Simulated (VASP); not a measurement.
The system is BaTe.

```
Ba Te
1.0
     0.00000    3.44376    3.44376
     3.44376    0.00000    3.44376
     3.44376    3.44376    0.00000
Ba Te
1 1
Direct
  0.00000 0.00000 0.00000
  0.50000 0.50000 0.50000
```

* Program: VASP 6.6.1
* Task: relaxation of cell and atoms
* Functional: SCAN
* Potentials or basis: VASP PAW PBE potentials, release 64 (Ba_sv, Te)
* Cutoff: 280 eV
* k mesh: 5 × 5 × 5
* Occupations: gaussian, width 0.03 eV
* Spin: no spin polarisation

At the start: pressure 3.0 GPa; volume 40.84 Å³/atom.

**Question.** How do energy, volume and symmetry change on relaxing?

**Answer.** Over 5 steps the energy falls by 31.3 meV/atom and the volume is 44.34 Å³/atom (+8.6 %); space group Fm-3m (No. 225, to 0.1 Å) before and after.

Step by step:
```tsv
step	energy change (eV)	largest force (eV/Å)	pressure (GPa)	volume (Å³)
1	0.0000	0.0000	3.04	81.68
2	-0.0532	0.0000	-0.85	91.19
3	-0.0604	0.0000	0.02	88.54
4	-0.0605	0.0000	-0.02	88.68
5	-0.0626	0.0000	-0.01	88.68
```

Final structure:
```
Ba Te
1.0
     0.00000    3.53938    3.53938
     3.53938    0.00000    3.53938
     3.53938    3.53938    0.00000
Ba Te
1 1
Direct
  0.00000 0.00000 0.00000
  0.50000 0.50000 0.50000
```

Where two steps share one volume, the run began anew on that cell with a basis built for it.

Caveat: the PAW data sets were made with another functional, which shifts forces and pressure a little.
